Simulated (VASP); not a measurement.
A run of VASP 6.6.1 is set up as follows.

The input INCAR:

```
SYSTEM = BN
ALGO     = Normal         ! electronic algorithm
EDIFF    = 1E-6           ! SCF threshold, eV
ENCUT    = 520            ! plane-wave cutoff, eV
GGA      = PS             ! functional
ISIF     = 2              ! what is computed and relaxed
ISMEAR   = -1             ! smearing method
LASPH    = .TRUE.         ! aspherical terms in the spheres
LCHARG   = .TRUE.         ! write CHGCAR
LELF     = .TRUE.         ! ELF
LREAL    = .FALSE.        ! projectors in reciprocal space
LVHAR    = .TRUE.       
LWAVE    = .FALSE.        ! write WAVECAR
NBANDS   = 11             ! bands
NELM     = 100            ! most SCF steps
PREC     = Accurate       ! precision mode
SIGMA    = 0.03           ! smearing width, eV
```

KPOINTS

```
k-points
0
G
  13 13 13
  0 0 0
```

File POSCAR:

```
BN
1.0
    0.0000000000      1.8014548043      1.8014548043
    1.8014548043      0.0000000000      1.8014548043
    1.8014548043      1.8014548043      0.0000000000
B N
1 1
Direct
    0.0000000000      0.0000000000      0.0000000000
    0.7500000000      0.7500000000      0.7500000000
```

Potentials or basis: VASP PAW PBE potentials, release 64 (B, N).

The run is started by

```sh
$ cat potpaw_PBE.64/B/POTCAR potpaw_PBE.64/N/POTCAR > POTCAR
$ mpirun -np 1 vasp_std > vasp.out
```

Question: Estimate the band gap on the k mesh.

Answer: 4.36 eV, indirect (least direct gap 8.81 eV).

Question: What does it give for the pressure?

Answer: 1.5 GPa.

Caveat: the PAW data sets were made with another functional, which shifts forces and pressure a little. A k mesh can miss the band edges.
